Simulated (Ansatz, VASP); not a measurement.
BAs in VASP and in Ansatz

```xyz
2
Lattice="0.0000 2.3885 2.3885 2.3168 0.0000 2.3885 2.3168 2.3885 0.0000" Properties=species:S:1:pos:R:3 pbc="T T T"
B     0.0000    0.0000    0.0000
As    3.4753    3.5827    3.5827
```

Change from the starting cell: strain -0.0300 x Voigt [1, 0, 0, 0, 0, 0], atoms carried along.

Alike in both runs: task single point; functional r2SCAN; k mesh 10 × 10 × 10; occupations gaussian, width 0.05 eV; no spin polarisation.

|  | VASP | Ansatz |
| --- | --- | --- |
| version | VASP 6.6.1 | Ansatz 0.2.0 |
| potentials or method | VASP PAW PBE potentials, release 64 (B, As), cutoff 520 eV | scalar-relativistic, plane waves, PAW |
| valence electrons in the cell | 8 | 18 |

|  | VASP | Ansatz | Ansatz less VASP |
| --- | --- | --- | --- |
| gap on the k mesh at the Fermi level (eV) | 0.85 | 0.85 | +0.001 |
| least direct gap on the mesh (eV) | 3.14 | 3.13 | -0.004 |
| pressure (GPa) | 5.6 | 5.2 | -0.33 |
| traceless stress, the component that is largest in VASP (GPa) | 4.45 | 4.46 | +0.010 |

VASP's potentials were made for PBE, not for r2SCAN. With one functional, cell and mesh, what is left measures potentials, basis and numerics. VASP's potentials hold 8 valence electrons a cell and Ansatz's 18, so a difference there can come from the potentials and not from the codes.
